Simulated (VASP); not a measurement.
# BeS (Cmme) in VASP: relaxation of cell and atoms with PBE

Aim: the relaxation of cell and atoms of BeS with PBE.

All numbers are computed with VASP 6.6.1; they aren't measurements. Logs are shortened: lines on timing, memory, paths and dates and some standing lists are left out, and cuts for length are marked.

### Step 1. The cell of the first run

It takes space group Cmme (No. 67, orthorhombic). Conventional cell: a = 5.689 Å, b = 7.595 Å, c = 5.210 Å, α = 90.00°, β = 90.00°, γ = 90.00°. Be (site symmetry 2/m) has 2 S at 1.90 Å within 2.5 Å. S (site symmetry mm2) has 2 Be at 1.90 Å within 2.5 Å.

### Step 2. Relaxation of cell and atoms, PBE (atoms taken out)

INCAR reads:

```
PREC = Accurate
ENCUT = 600
EDIFF = 1E-6
ISMEAR = 0
SIGMA = 0.02
LREAL = False
LASPH = True
NELM = 60
ALGO = Normal
ISIF = 3
LWAVE = False
LCHARG = False
GGA = PE
IBRION = 2
NSW = 100
EDIFFG = -0.01
```

KPOINTS reads:

```
Automatic mesh
0
Gamma
  6 6 6
```

POSCAR reads:

```
BeS
1.0
    2.8445944856     -3.7977291003      0.0000000000
    2.8445944856      3.7977291003      0.0000000000
    0.0000000000      0.0000000000      5.2097738211
Be S
2 2
Direct
    0.5000000000      0.0000000000      0.0000000000
    0.0000000000      0.5000000000      0.0000000000
    0.7500000000      0.2500000000      0.7593429621
    0.2500000000      0.7500000000      0.2406570379
```

Potentials or basis: VASP PAW PBE potentials, release 64 (Be, S).

On the command line:

```bash
> cat potpaw_PBE.64/Be/POTCAR potpaw_PBE.64/S/POTCAR > POTCAR
> mpirun -np 1 vasp_std > vasp.out
```

OUTCAR:

```text
PREC = Accurate
   ENCUT = 600
   EDIFF = 1E-6
   ISMEAR = 0
   LREAL = False
   LASPH = True
   NELM = 60
   ISIF = 3
   GGA = PE
   IBRION = 2
   NSW = 100
   EDIFFG = -0.01

 ion  position               nearest neighbor table
   1  0.500  0.000  0.000-   3 1.90   4 1.90
   2  0.000  0.500  0.000-   3 1.90   4 1.90
   3  0.750  0.250  0.759-   1 1.90   2 1.90
   4  0.250  0.750  0.241-   1 1.90   2 1.90

  LATTYP: Found a base centered orthorhombic cell.
 ALAT       =     5.6891889712
 B/A-ratio  =     1.3350687135
 C/A-ratio  =     0.9157322507

  Lattice vectors:

 A1 = (   2.8445944856,  -3.7977291003,   0.0000000000)
 A2 = (   2.8445944856,   3.7977291003,   0.0000000000)
 A3 = (   0.0000000000,   0.0000000000,   5.2097738211)

Analysis of symmetry for initial positions (statically):
=====================================================================
 Subroutine PRICEL returns:
 Original cell was already a primitive cell.

 Routine SETGRP: Setting up the symmetry group for a
 base centered orthorhombic supercell.

 Subroutine GETGRP returns: Found  8 space group operations
 (whereof  4 operations were pure point group operations)
 out of a pool of  8 trial point group operations.

The static configuration has the point symmetry C_2h.
 The point group associated with its full space group is D_2h.

Analysis of symmetry for dynamics (positions and initial velocities):
=====================================================================
 Subroutine PRICEL returns:
 Original cell was already a primitive cell.

 Routine SETGRP: Setting up the symmetry group for a
 base centered orthorhombic supercell.

 Subroutine GETGRP returns: Found  8 space group operations
 (whereof  4 operations were pure point group operations)
 out of a pool of  8 trial point group operations.

The dynamic configuration has the point symmetry C_2h.
 The point group associated with its full space group is D_2h.

 Subroutine INISYM returns: Found  8 space group operations
 (whereof  4 operations are pure point group operations),
 and found     1 'primitive' translations

----------------------------------------------------------------------------------------

                                     Primitive cell

  volume of cell :     112.5624

  direct lattice vectors                    reciprocal lattice vectors
[... 124 lines left out ...]
 Gauss-broadening in eV      SIGMA  =   0.02
  energy-cutoff  :      600.00
  volume of cell :      112.56
 maximum number of plane-waves:      3793
 NGX is ok and might be reduce to    40
   NGX = 19   NGY = 19   NGZ = 21

--------------------------------------- Ionic step        1  -------------------------------------------

 number of electron      15.9999999 magnetization

 Free energy of the ion-electron system (eV)
  ---------------------------------------------------
  ext. energy  EPLUGINS =         0.00000000
  ---------------------------------------------------
  free energy    TOTEN  =       -17.45978371 eV

  energy without entropy =      -17.45978371  energy(sigma->0) =      -17.45978371

------------------------ aborting loop because EDIFF is reached ----------------------------------------

  FORCE on cell =-STRESS in cart. coord.  units (eV):
  Direction    XX          YY          ZZ          XY          YZ          ZX
  --------------------------------------------------------------------------------------
  -------------------------------------------------------------------------------------
  Total       -0.0651801     -0.0690703      0.0931564      0.0000000      0.0000000      0.0000000
  in kB       -0.9277525     -0.9831247      1.3259582      0.0000000      0.0000000      0.0000000
  external PRESSURE =      -0.1949730 kB  Pullay stress =       0.0000000 kB
[... 95 lines left out ...]
  FREE ENERGIE OF THE ION-ELECTRON SYSTEM (eV)
  ---------------------------------------------------
  free  energy   TOTEN  =       -17.4605528074 eV

  energy  without entropy=      -17.4605528074  energy(sigma->0) =      -17.46055281

[... ionic steps 4 to 34 ...]

--------------------------------------- Ionic step       35  -------------------------------------------

 number of electron      15.9999997 magnetization

------------------------ aborting loop because EDIFF is reached ----------------------------------------
[... 71 lines left out ...]
--------------------------------------- Ionic step       37  -------------------------------------------

 number of electron      15.9999998 magnetization

 Free energy of the ion-electron system (eV)
  ---------------------------------------------------
  ext. energy  EPLUGINS =         0.00000000
  ---------------------------------------------------
  free energy    TOTEN  =       -17.47168339 eV

  energy without entropy =      -17.47168339  energy(sigma->0) =      -17.47168339

 E-fermi :  -1.1287     XC(G=0):  -6.7536

 val. band max:       -1.2135662161   @ k =   0.0000   0.0000   0.5000
 cond. band min:       1.8244693337   @ k =   0.5000   0.5000   0.0000
 fundamental gap:      3.0380355498
 Fermi energy:        -1.1286980348

 k-point     1 :       0.0000    0.0000    0.0000
  band No.  band energies     occupation
      1     -12.6217      2.00000
      2     -12.2968      2.00000
      3      -3.5471      2.00000
      4      -3.5339      2.00000
      5      -3.2580      2.00000
      6      -2.9116      2.00000
      7      -1.3663      2.00000
      8      -1.2753      2.00000
      9       1.9438      0.00000
     10       2.4421      0.00000
     11       2.4978      0.00000
     12       6.4340      0.00000
[... 331 lines left out ...]
 k-point    24 :       0.5000    0.3333    0.1667
  band No.  band energies     occupation
      1     -12.3387      2.00000
      2     -12.3128      2.00000
      3      -4.1834      2.00000
      4      -3.6976      2.00000
      5      -3.2490      2.00000
      6      -3.0861      2.00000
      7      -2.8549      2.00000
      8      -1.3728      2.00000
      9       2.2263      0.00000
     10       4.1495      0.00000
     11       4.3540      0.00000
     12       5.2060      0.00000

 [... further k-points ...]

------------------------ aborting loop because EDIFF is reached ----------------------------------------

  FORCE on cell =-STRESS in cart. coord.  units (eV):
  Direction    XX          YY          ZZ          XY          YZ          ZX
  --------------------------------------------------------------------------------------
  -------------------------------------------------------------------------------------
  Total        0.0328241      0.0104090      0.0068967      0.0000000     -0.0000000      0.0000000
  in kB        0.4708753      0.1493210      0.0989359      0.0000000     -0.0000000      0.0000000
  external PRESSURE =       0.2397107 kB  Pullay stress =       0.0000000 kB
[... 19 lines left out ...]
  FREE ENERGIE OF THE ION-ELECTRON SYSTEM (eV)
  ---------------------------------------------------
  free  energy   TOTEN  =       -17.4716833867 eV

  energy  without entropy=      -17.4716833867  energy(sigma->0) =      -17.47168339

 reached required accuracy - stopping structural energy minimisation
```

OSZICAR:

```text
N       E                     dE             d eps       ncg     rms          rms(c)
DAV:   1     0.801436974769E+02    0.80144E+02   -0.65593E+03  1248   0.118E+03
DAV:   2    -0.107410247232E+02   -0.90885E+02   -0.84705E+02  1896   0.181E+02
DAV:   3    -0.184756975733E+02   -0.77347E+01   -0.76806E+01  1652   0.629E+01
DAV:   4    -0.186271766946E+02   -0.15148E+00   -0.15130E+00  1544   0.103E+01
[... 305 lines left out ...]
DAV:   1    -0.174718795319E+02   -0.23961E-03   -0.17619E-02  1280   0.838E-01    0.117E-01
DAV:   2    -0.174717586200E+02    0.12091E-03   -0.80027E-04  1508   0.228E-01    0.527E-02
DAV:   3    -0.174717055379E+02    0.53082E-04   -0.47437E-05  1440   0.514E-02    0.312E-02
DAV:   4    -0.174716837294E+02    0.21809E-04   -0.66383E-05  1356   0.525E-02    0.114E-02
DAV:   5    -0.174716833867E+02    0.34267E-06   -0.56186E-06  1420   0.187E-02
  37 F= -.17471683E+02 E0= -.17471683E+02  d E =-.428037E-04
```

CONTCAR:

```text
BeS
   1.00000000000000
     2.7577096943703756   -3.4429368933385494   -0.0000000000000000
     2.7577096943703756    3.4429368933385494    0.0000000000000000
     0.0000000000000000    0.0000000000000001    5.8815222652109984
  Be              S
     2     2
Direct
     0.5000000000000000    1.0000000000000000    0.0000000000000000
     1.0000000000000000    0.5000000000000000    0.0000000000000000
     0.7500000000000000    0.2500000000000000    0.7782169858296345
     0.2500000000000000    0.7500000000000000    0.2217830141703654

  0.00000000E+00  0.00000000E+00  0.00000000E+00
  0.00000000E+00  0.00000000E+00  0.00000000E+00
  0.00000000E+00  0.00000000E+00  0.00000000E+00
  0.00000000E+00  0.00000000E+00  0.00000000E+00
```

Run time: 29 min. Hardware: 1 thread of Intel Xeon 8259CL, shared host; peak memory 0.3 GiB.

Results:

| Quantity | Value |
| --- | --- |
| Free energy | -17.4717 eV |
| Relaxed volume | 27.92 Å³/atom |
| Relaxed cell | a = 4.411 Å, b = 4.411 Å, c = 5.882 Å, α = 90.00°, β = 90.00°, γ = 102.61° |
| Space group after relaxing (to 0.1 Å) | Cmme (No. 67) |
| Energy gained by relaxing | 3.0 meV/atom |
| Ionic steps | 37 |
| Pressure after relaxing | 0.0 GPa |
| Largest force after relaxing | 0.003 eV/Å |
| Band gap on the k mesh | 3.04 eV (least direct gap 3.15 eV) |

Forces on the atoms (eV/Å):
```
Be   0.000  0.000  0.000
Be   0.000  0.000  0.000
S    0.000  0.000 -0.003
S    0.000  0.000  0.003
```

Step by step:
| step | energy change (eV) | largest force (eV/Å) | pressure (GPa) | volume (Å³) |
| --- | --- | --- | --- | --- |
| 1 | 0.0000 | 0.0060 | -0.02 | 112.56 |
| 2 | -0.0002 | 0.0016 | -0.03 | 112.51 |
| 3 | -0.0008 | 0.0245 | -0.07 | 112.34 |
| 4 | -0.0015 | 0.0705 | -0.16 | 111.99 |
| 5 | -0.0015 | 0.1688 | -0.34 | 111.27 |
| 6 | -0.0018 | 0.1124 | -0.23 | 111.68 |
| 7 | -0.0018 | 0.1097 | -0.22 | 111.64 |
| 8 | -0.0021 | 0.1027 | -0.19 | 111.53 |
| 9 | -0.0024 | 0.0879 | -0.14 | 111.29 |
| 10 | -0.0028 | 0.0584 | -0.03 | 110.82 |
| 11 | -0.0027 | 0.0012 | 0.19 | 109.87 |
| 12 | -0.0029 | 0.0335 | 0.05 | 110.43 |
| 13 | -0.0030 | 0.0341 | 0.06 | 110.40 |
| 14 | -0.0034 | 0.0372 | 0.06 | 110.31 |
| 15 | -0.0040 | 0.0422 | 0.04 | 110.13 |
| 16 | -0.0051 | 0.0512 | 0.02 | 109.75 |
| 17 | -0.0069 | 0.0666 | -0.01 | 108.96 |
| 18 | -0.0082 | 0.0867 | -0.02 | 107.19 |
| 19 | -0.0089 | 0.0184 | 0.25 | 106.80 |
| 20 | -0.0089 | 0.0139 | 0.24 | 106.81 |
| 21 | -0.0099 | 0.0083 | 0.15 | 107.03 |
| 22 | -0.0106 | 0.0352 | 0.03 | 107.31 |
| 23 | -0.0101 | 0.0836 | -0.19 | 107.84 |
| 24 | -0.0107 | 0.0464 | -0.03 | 107.46 |
| 25 | -0.0109 | 0.0052 | 0.09 | 107.50 |
| 26 | -0.0109 | 0.0013 | 0.08 | 107.50 |
| 27 | -0.0110 | 0.0064 | 0.05 | 107.73 |
| 28 | -0.0111 | 0.0209 | -0.03 | 108.44 |
| 29 | -0.0111 | 0.0047 | 0.01 | 108.60 |
| 30 | -0.0111 | 0.0072 | 0.03 | 108.72 |
| 31 | -0.0112 | 0.0061 | 0.03 | 108.80 |
| 32 | -0.0113 | 0.0033 | 0.02 | 109.06 |
| 33 | -0.0115 | 0.0033 | 0.00 | 109.56 |
| 34 | -0.0118 | 0.0160 | -0.03 | 110.58 |
| 35 | -0.0117 | 0.0394 | -0.09 | 112.62 |
| 36 | -0.0119 | 0.0260 | -0.06 | 111.56 |
| 37 | -0.0119 | 0.0031 | 0.02 | 111.69 |

Final structure:
```
Be S
1.0
     2.75771   -3.44294    0.00000
     2.75771    3.44294    0.00000
     0.00000    0.00000    5.88152
Be S
2 2
Direct
  0.50000 0.00000 0.00000
  0.00000 0.50000 0.00000
  0.75000 0.25000 0.77822
  0.25000 0.75000 0.22178
```

Levels at points of the mesh, in eV from the valence-band top:
```
           k point  band 5  band 6  band 7  band 8  band 9  band 10  band 11  band 12
(0.00, 0.00, 0.00)   -2.04   -1.70   -0.15   -0.06    3.16     3.66     3.71     7.65
(0.50, 0.00, 0.00)   -1.69   -1.69   -0.62   -0.62    4.77     4.77     5.50     5.50
(0.50, 0.50, 0.00)   -2.28   -1.81   -1.81   -0.11    3.04     5.07     5.25     6.69
(0.00, 0.00, 0.50)   -2.15   -2.00   -0.19    0.00    3.55     3.78     4.74     7.27
(0.50, 0.00, 0.50)   -1.49   -1.49   -0.56   -0.56    4.60     4.60     5.74     5.74
(0.50, 0.50, 0.50)   -2.15   -2.11   -1.73   -0.40    3.56     5.81     6.08     7.56
```

Caveat: the cell differs from its parent crystal (atoms taken out); this functional lacks dispersion, which binds layers or chains, so the pressure and a relaxed spacing across them are unreliable. A k mesh can miss the band edges.
